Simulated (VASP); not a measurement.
# Pt: single point with LDA

Crystal: Pt.

```
Pt
1.0
     2.67833    0.00000    0.00000
    -1.33916    2.31950    0.00000
     0.00000    0.00000    4.59412
Pt
2
Direct
  0.33333 0.66667 0.25000
  0.66667 0.33333 0.75000
```

This isn't the form of Pt at room conditions, which is fcc.

```
Program             : VASP 6.6.1
Task                : single point
Functional          : LDA
Potentials or basis : VASP PAW LDA potentials, release 64 (Pt_sv_GW)
Cutoff              : 570 eV
k mesh              : 15 × 15 × 8
Occupations         : fermi-dirac, width 0.1 eV
Spin                : no spin polarisation
```

```yaml
Pressure: 13.5 GPa
Band_gap_on_the_k_mesh: zero (bands 18 and 19 overlap by 1.45 eV)
```

Stress tensor (GPa, compression positive):
```
13.86  0.00  0.00
 0.00 13.86  0.00
 0.00  0.00 12.64
```

Levels at points of the mesh, in eV from the Fermi level:
```
           k point  band 14  band 15  band 16  band 17  band 18  band 19  band 20  band 21  band 22  band 23
(0.00, 0.00, 0.00)    -3.57    -3.57    -2.23    -2.23    -1.06    -0.28    -0.28     5.53    14.88    15.81
(0.00, 0.00, 0.50)    -4.03    -4.03    -4.03    -0.96    -0.96    -0.96    -0.96    12.87    12.87    15.52
```

Run time: 35 s on 1 thread of AMD EPYC 9R45 96-Core Processor (Zen 5), on a shared host, peak memory 0.18 GiB.

Caveat: the cell stands under pressure; spin-orbit coupling is left out, which moves the levels of the heavy elements.
